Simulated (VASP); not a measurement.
A run of VASP 6.6.1 is set up as follows.

File INCAR:

```
SYSTEM = NaAu
PREC = Accurate
ENCUT = 520
EDIFF = 1E-6
ISMEAR = 0
SIGMA = 0.02
LREAL = .False.
LASPH = .True.
NELM = 60
ALGO = Normal
ISIF = 2
LWAVE = .False.
LCHARG = .True.
GGA = PE
LELF = .True.
LVHAR = .True.
NBANDS = 36
```

KPOINTS

```
regular mesh
0
Gamma
  6 6 8
  0 0 0
```

POSCAR

```
NaAu
1.0
    6.9180864074      0.0000000000      0.0000000000
   -3.4590432037      5.9912385744      0.0000000000
    0.0000000000      0.0000000000      4.3187407591
Na Au
3 3
Direct
    0.5000000000      0.0000000000      0.0000000000
    0.5000000000      0.5000000000      0.0000000000
    0.0000000000      0.5000000000      0.0000000000
    0.0000000000      0.0000000000      0.0000000000
    0.3333333333      0.6666666667      0.5000000000
    0.6666666667      0.3333333333      0.5000000000
```

Potentials or basis: VASP PAW PBE potentials, release 64 (Na_pv, Au).

Launch:

```sh
$ cat potpaw_PBE.64/Na_pv/POTCAR potpaw_PBE.64/Au/POTCAR > POTCAR
$ mpirun -np 1 vasp_std > vasp.out
```

Estimate the pressure.

0.0 GPa.

What does it give for the band gap on the k mesh?

0.40 eV (least direct gap 0.47 eV).

Caveat: spin-orbit coupling is left out, which moves the levels of the heavy elements. A k mesh can miss the band edges.
